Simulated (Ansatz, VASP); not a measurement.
## SnSe: VASP beside Ansatz

The input INCAR:

```
PREC = Accurate
ENCUT = 520
EDIFF = 1E-6
ISMEAR = -1
SIGMA = 0.1
LREAL = False
LASPH = True
NELM = 100
ALGO = Normal
ISIF = 2
LWAVE = False
LCHARG = False
GGA = PE
NBANDS = 17
```

Contents of KPOINTS:

```
regular mesh
0
Gamma
  14 14 14
```

The input POSCAR:

```
SnSe
1.0
    0.0000000000      2.7165808426      2.7165808426
    2.7165808426      0.0000000000      2.7165808426
    2.7165808426      2.7165808426      0.0000000000
Sn Se
1 1
Direct
    0.0000000000      0.0000000000      0.0000000000
    0.5000000000      0.5000000000      0.5000000000
```

Input for Ansatz:

```yaml
crystal:
  lattice:
    - [0.0, 2.7165808426, 2.7165808426]
    - [2.7165808426, 0.0, 2.7165808426]
    - [2.7165808426, 2.7165808426, 0.0]
  atoms:
    - { symbol: Sn, position: [0.0, 0.0, 0.0] }
    - { symbol: Se, position: [0.5, 0.5, 0.5] }
kpoints:
  mp_grid: { grid: [14, 14, 14] }
scf:
  occupations: { method: fermi_dirac, width: 0.1 }
hamiltonian:
  xc: pbe
  pseudopotentials: { kind: all_electron, lapw: { basis_error: 0.001 } }
output:
  forces: true
  stress: true
  eigenvalues: true
  populations: true
```

Change from the starting cell: volume scaled by 0.72, LAPW.

Alike in both runs: task single point; functional PBE; k mesh 14 × 14 × 14; occupations fermi-dirac, width 0.1 eV; no spin polarisation.

|  | VASP | Ansatz |
| --- | --- | --- |
| version | VASP 6.6.1 | Ansatz 0.2.0 |
| potentials or method | VASP PAW PBE potentials, release 64 (Sn_d, Se), cutoff 520 eV | all-electron LAPW, scalar-relativistic |

|  | VASP | Ansatz | Ansatz less VASP |
| --- | --- | --- | --- |
| pressure (GPa) | 31.9 | 31.8 | -0.11 |

Both programs put the cell under a high pressure, so it lies far from rest at this level. Ansatz ran all-electron here, and VASP with PAW potentials.
